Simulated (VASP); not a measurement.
# Sn (I4_1/amd) in VASP: further runs

Aim: see how the results for Sn move with the level of theory and the settings. Levels: PBEsol, revPBE, PBE. Tasks: relaxation of cell and atoms, single point.

Program: VASP 6.6.1. These are calculated values, not measurements. Logs are shortened: lines on timing, memory, paths and dates and some standing lists are left out, and cuts for length are marked.

## Step 1: The cell of the first run

Symmetry: I4_1/amd, No. 141, tetragonal system. The conventional cell has a = 5.880 Å, b = 5.880 Å, c = 3.199 Å, α = 90.00°, β = 90.00°, γ = 90.00°. Within 4.0 Å of Sn (site symmetry -4m2) lie 10 Sn at 3.05 to 3.79 Å.

## Step 2: Relaxation of cell and atoms, PBEsol

INCAR

```
ALGO = Normal
EDIFF = 1E-6
EDIFFG = -0.005
ENCUT = 600
GGA = PS
IBRION = 2
ISIF = 3
ISMEAR = -1
LASPH = T
LCHARG = F
LREAL = F
LWAVE = F
NELM = 80
NSW = 80
PREC = Accurate
SIGMA = 0.05
```

KPOINTS

```
k-points
0
Gamma
  9 9 9
```

POSCAR

```
Sn
1.0
   -2.9401404553      2.9401404553      1.5993019889
    2.9401404553     -2.9401404553      1.5993019889
    2.9401404553      2.9401404553     -1.5993019889
Sn
2
Direct
    0.0000000000      0.0000000000      0.0000000000
    0.7500000000      0.2500000000      0.5000000000
```

Potentials or basis: VASP PAW PBE potentials, release 64 (Sn_d).

The run is started by

```bash
> cat potpaw_PBE.64/Sn_d/POTCAR > POTCAR
> mpirun -np 1 vasp_std > vasp.out
```

OUTCAR:

```text
EDIFF = 1E-6
   EDIFFG = -0.005
   ENCUT = 600
   GGA = PS
   IBRION = 2
   ISIF = 3
   ISMEAR = -1
   LASPH = T
   LREAL = F
   NELM = 80
   NSW = 80
   PREC = Accurate

 ion  position               nearest neighbor table
   1  0.000  0.000  0.000-   2 3.05   2 3.05   2 3.05   2 3.05
   2  0.750  0.250  0.500-   1 3.05   1 3.05   1 3.05   1 3.05

  LATTYP: Found a body centered tetragonal cell.
 ALAT       =     5.8802809106
 C/A-ratio  =     0.5439542815

  Lattice vectors:

 A1 = (  -2.9401404553,   2.9401404553,   1.5993019889)
 A2 = (   2.9401404553,  -2.9401404553,   1.5993019889)
 A3 = (   2.9401404553,   2.9401404553,  -1.5993019889)

Analysis of symmetry for initial positions (statically):
=====================================================================
 Subroutine PRICEL returns:
 Original cell was already a primitive cell.

 Routine SETGRP: Setting up the symmetry group for a
 body centered tetragonal supercell.

 Subroutine GETGRP returns: Found 16 space group operations
 (whereof  8 operations were pure point group operations)
 out of a pool of 16 trial point group operations.

The static configuration has the point symmetry D_2d.
 The point group associated with its full space group is D_4h.

Analysis of symmetry for dynamics (positions and initial velocities):
=====================================================================
 Subroutine PRICEL returns:
 Original cell was already a primitive cell.

 Routine SETGRP: Setting up the symmetry group for a
 body centered tetragonal supercell.

 Subroutine GETGRP returns: Found 16 space group operations
 (whereof  8 operations were pure point group operations)
 out of a pool of 16 trial point group operations.

The dynamic configuration has the point symmetry D_2d.
 The point group associated with its full space group is D_4h.

 Subroutine INISYM returns: Found 16 space group operations
 (whereof  8 operations are pure point group operations),
 and found     1 'primitive' translations

----------------------------------------------------------------------------------------

                                     Primitive cell

  volume of cell :      55.3002

  direct lattice vectors                    reciprocal lattice vectors
    -2.940140455  2.940140455  1.599301989     0.000000000  0.170059903  0.312636390
     2.940140455 -2.940140455  1.599301989     0.170059903  0.000000000  0.312636390
     2.940140455  2.940140455 -1.599301989     0.170059903  0.170059903  0.000000000

  length of vectors
     4.454954393  4.454954393  4.454954393     0.355895888  0.355895888  0.240501021

  position of ions in fractional coordinates (direct lattice)
     0.000000000  0.000000000  0.000000000
     0.750000000  0.250000000  0.500000000

  ion indices of the primitive-cell ions
   primitive index   ion index
                 1           1
                 2           2

----------------------------------------------------------------------------------------

 KPOINTS: k-points

Automatic generation of k-mesh.
 Grid dimensions read from file:
 generate k-points for:    9    9    9

 Generating k-lattice:

  Cartesian coordinates                     Fractional coordinates (reciprocal lattice)
     0.000000000  0.018895545  0.034737377     0.111111111 -0.000000000  0.000000000
     0.018895545  0.000000000  0.034737377    -0.000000000  0.111111111  0.000000000
     0.018895545  0.018895545  0.000000000     0.000000000  0.000000000  0.111111111

  Length of vectors
     0.039543988  0.039543988  0.026722336

  Shift w.r.t. Gamma in fractional coordinates (k-lattice)
     0.000000000  0.000000000  0.000000000

 Subroutine IBZKPT returns following result:
 ===========================================

 Found     75 irreducible k-points:

 Following reciprocal coordinates:
            Coordinates               Weight
  0.000000  0.000000  0.000000      1.000000
  0.111111 -0.000000  0.000000      8.000000
  0.222222 -0.000000  0.000000      8.000000
  0.333333 -0.000000  0.000000      8.000000
  0.444444 -0.000000  0.000000      8.000000
  0.111111  0.111111  0.000000      8.000000
[... 16 lines left out ...]
 -0.333333  0.333333  0.000000      4.000000
  0.444444  0.444444 -0.000000      8.000000
 [... further k-points ...]
   k-points           NKPTS =     75   k-points in BZ     NKDIM =     75   number of bands    NBANDS=     18
   number of dos      NEDOS =    301   number of ions     NIONS =      2
   total plane-waves  NPLWV =  46656
   dimension x,y,z NGX =    36 NGY =   36 NGZ =   36
   dimension x,y,z NGXF=    72 NGYF=   72 NGZF=   72
   ions per type =               2
   NGX,Y,Z   is equivalent  to a cutoff of  13.43, 13.43, 13.43 a.u.
   NGXF,Y,Z  is equivalent  to a cutoff of  26.87, 26.87, 26.87 a.u.
 SYSTEM =  unknown system
   PREC   = accura    normal or accurate (medium, high low for compatibility)
   ISTART =      0    job   : 0-new  1-cont  2-samecut
   ICHARG =      2    charge: 1-file 2-atom 10-const
   ISPIN  =      1    spin polarized calculation?
   LNONCOLLINEAR =      F non collinear calculations
   LSORBIT =      F    spin-orbit coupling
   LASPH  =      T    aspherical Exc in radial PAW
   ENCUT  =  600.0 eV  44.10 Ry    6.64 a.u.   8.90  8.90  8.90*2*pi/ulx,y,z
   NELM   =     80;   NELMIN=  2; NELMDL= -5     # of ELM steps
   EDIFF  = 0.1E-05   stopping-criterion for ELM
   LREAL  =      F    real-space projection
   EDIFFG = -.5E-02   stopping-criterion for IOM
   NSW    =     80    number of steps for IOM
   IBRION =      2    ionic relax: 0-MD 1-quasi-New 2-CG
   NFREE  =      1    steps in history (QN), initial steepest desc. (CG)
   ISIF   =      3    stress and relaxation
   ISYM   =      2    0-nonsym 1-usesym 2-fastsym
   POTIM  = 0.5000    time-step for ionic-motion
   TEBEG  =    0.0;   TEEND  =   0.0 temperature during run
   PSTRESS=    0.0 pullay stress
   NELECT =      28.0000    total number of electrons
   NUPDOWN=      -1.0000    fix difference up-down
   EMIN   =  10.00;   EMAX   =-10.00  energy-range for DOS
   EFERMI =   0.00;   METHOD = LEGACY
   ISMEAR =    -1;   SIGMA  =   0.05  broadening in eV -4-tet -1-fermi 0-gaus
   EFERMI_NEDOS =   21; number of points for ismear=-14 and -15
   IALGO  =     38    algorithm
   IMIX   =      4    mixing-type and parameters
     AMIX     =   0.40;   BMIX     =  1.00
     AMIX_MAG =   1.60;   BMIX_MAG =  1.00
  volume/ion in A,a.u.               =      27.65       186.59
  Fermi-wavevector in a.u.,A,eV,Ry     =   1.304824  2.465760 23.164816  1.702566
  Thomas-Fermi vector in A             =   2.435734
   LORBIT       =      0    0 simple, 1 ext, 2 COOP (PROOUT), +10 PAW based schemes
   GGA     = PS    functional components
   LHFCALC =     F    Hartree Fock is set to
   AEXX    =    0.0000 exact exchange contribution
   IVDW    =     0    specifies the selected vdW correction
   LEPSILON=     F    determine dielectric tensor
   LRPA    =     F    only Hartree local field effects (RPA)
 conjugate gradient relaxation of ions
 non-spin polarized calculation
  energy-cutoff  :      600.00
  volume of cell :       55.30
 maximum number of plane-waves:      1880
   NGX = 17   NGY = 17   NGZ = 17

--------------------------------------- Ionic step        1  -------------------------------------------

 number of electron      27.9999990 magnetization

 Free energy of the ion-electron system (eV)
  ---------------------------------------------------
  ext. energy  EPLUGINS =         0.00000000
  ---------------------------------------------------
  free energy    TOTEN  =        -8.50988602 eV

  energy without entropy =       -8.50245336  energy(sigma->0) =       -8.50616969

------------------------ aborting loop because EDIFF is reached ----------------------------------------

  FORCE on cell =-STRESS in cart. coord.  units (eV):
  Direction    XX          YY          ZZ          XY          YZ          ZX
  --------------------------------------------------------------------------------------
  -------------------------------------------------------------------------------------
  Total       -0.4591358     -0.4591358     -0.5875760      0.0000000      0.0000000      0.0000000
  in kB      -13.3022491    -13.3022491    -17.0234679      0.0000000      0.0000000      0.0000000
  external PRESSURE =     -14.5426554 kB  Pullay stress =       0.0000000 kB
[... 89 lines left out ...]
  FREE ENERGIE OF THE ION-ELECTRON SYSTEM (eV)
  ---------------------------------------------------
  free  energy   TOTEN  =        -8.5171222321 eV

  energy  without entropy=       -8.5094647444  energy(sigma->0) =       -8.51329349

[... ionic steps 4 to 9 ...]

--------------------------------------- Ionic step       10  -------------------------------------------

 number of electron      28.0000003 magnetization

------------------------ aborting loop because EDIFF is reached ----------------------------------------

  FORCE on cell =-STRESS in cart. coord.  units (eV):
  Direction    XX          YY          ZZ          XY          YZ          ZX
  --------------------------------------------------------------------------------------
  -------------------------------------------------------------------------------------
  Total        0.0118616      0.0118616      0.0133555      0.0000000      0.0000000      0.0000000
  in kB        0.3536379      0.3536379      0.3981771      0.0000000      0.0000000      0.0000000
  external PRESSURE =       0.3684843 kB  Pullay stress =       0.0000000 kB
[... 57 lines left out ...]
  energy  without entropy=       -8.5093467027  energy(sigma->0) =       -8.51330000

--------------------------------------- Ionic step       12  -------------------------------------------

 number of electron      28.0000002 magnetization

 Free energy of the ion-electron system (eV)
  ---------------------------------------------------
  ext. energy  EPLUGINS =         0.00000000
  ---------------------------------------------------
  free energy    TOTEN  =        -8.51725336 eV

  energy without entropy =       -8.50934353  energy(sigma->0) =       -8.51329844

 E-fermi :   7.9416     XC(G=0): -10.4956

 val. band max:        7.9095752415   @ k =   0.4444   0.3333   0.0000
 cond. band min:       7.9451222848   @ k =  -0.2222   0.4444   0.2222
 fundamental gap:      0.0355470432
 Fermi energy:         7.9415793138

 k-point     1 :       0.0000    0.0000    0.0000
  band No.  band energies     occupation
      1     -13.6293      2.00000
      2     -13.5513      2.00000
      3     -13.5005      2.00000
      4     -13.4959      2.00000
      5     -13.3302      2.00000
      6     -13.3302      2.00000
[... 10 lines left out ...]
     17      14.1248      0.00000
     18      14.9488      0.00000
[... 466 lines left out ...]
      2     -13.5287      2.00000
      3     -13.4617      2.00000
      4     -13.4594      2.00000
      5     -13.3646      2.00000
      6     -13.3574      2.00000
[... 10 lines left out ...]
     17      11.8983      0.00000
     18      12.7622      0.00000

 [... further k-points ...]
[... 5 lines left out ...]
  --------------------------------------------------------------------------------------
  -------------------------------------------------------------------------------------
  Total        0.0055138      0.0055138      0.0062178      0.0000000      0.0000000      0.0000000
  in kB        0.1643018      0.1643018      0.1852819      0.0000000      0.0000000      0.0000000
  external PRESSURE =       0.1712952 kB  Pullay stress =       0.0000000 kB
[... 17 lines left out ...]
  FREE ENERGIE OF THE ION-ELECTRON SYSTEM (eV)
  ---------------------------------------------------
  free  energy   TOTEN  =        -8.5172533575 eV

  energy  without entropy=       -8.5093435293  energy(sigma->0) =       -8.51329844

 reached required accuracy - stopping structural energy minimisation
```

Run time: 3 min. Hardware: 1 thread of Intel Xeon 6975P-C (Granite Rapids), shared host; peak memory 0.26 GiB.

Results:

```yaml
Free_energy: -8.5173 eV
Relaxed_volume: 26.88 Å³/atom
Relaxed_cell: a = 4.419 Å, b = 4.419 Å, c = 4.419 Å, α = 97.32°, β = 97.32°, γ = 138.16°
Space_group_after_relaxing_to_0.05_Å: I4_1/amd (No. 141)
Energy_gained_by_relaxing: 3.7 meV/atom
Ionic_steps: 12
Pressure_after_relaxing: 0.0 GPa
Band_gap_on_the_k_mesh: zero (band 14 reaches 9.15 eV, above the bottom of band 15 at 5.09 eV)
```

The path:
| step | energy change (eV) | largest force (eV/Å) | pressure (GPa) | volume (Å³) |
| --- | --- | --- | --- | --- |
| 1 | 0.0000 | 0.0000 | -1.45 | 55.30 |
| 2 | -0.0066 | 0.0000 | 0.50 | 53.32 |
| 3 | -0.0072 | 0.0000 | 0.01 | 53.77 |
| 4 | -0.0072 | 0.0000 | 0.06 | 53.74 |
| 5 | -0.0073 | 0.0000 | 0.05 | 53.74 |
| 6 | -0.0073 | 0.0000 | 0.04 | 53.74 |
| 7 | -0.0074 | 0.0000 | 0.04 | 53.74 |
| 8 | -0.0074 | 0.0000 | 0.04 | 53.74 |
| 9 | -0.0074 | 0.0000 | 0.03 | 53.74 |
| 10 | -0.0074 | 0.0000 | 0.04 | 53.74 |
| 11 | -0.0074 | 0.0000 | -0.03 | 53.79 |
| 12 | -0.0074 | 0.0000 | 0.02 | 53.77 |

Final structure:
```
Sn
1.0
    -2.91883    2.91883    1.57775
     2.91883   -2.91883    1.57775
     2.91883    2.91883   -1.57775
Sn
2
Direct
  0.00000 0.00000 0.00000
  0.75000 0.25000 0.50000
```

Caveat: the PAW data sets were made with another functional, which shifts forces and pressure a little; spin-orbit coupling is left out, which moves the levels of the heavy elements.

(Continued in part 2 of 3.)
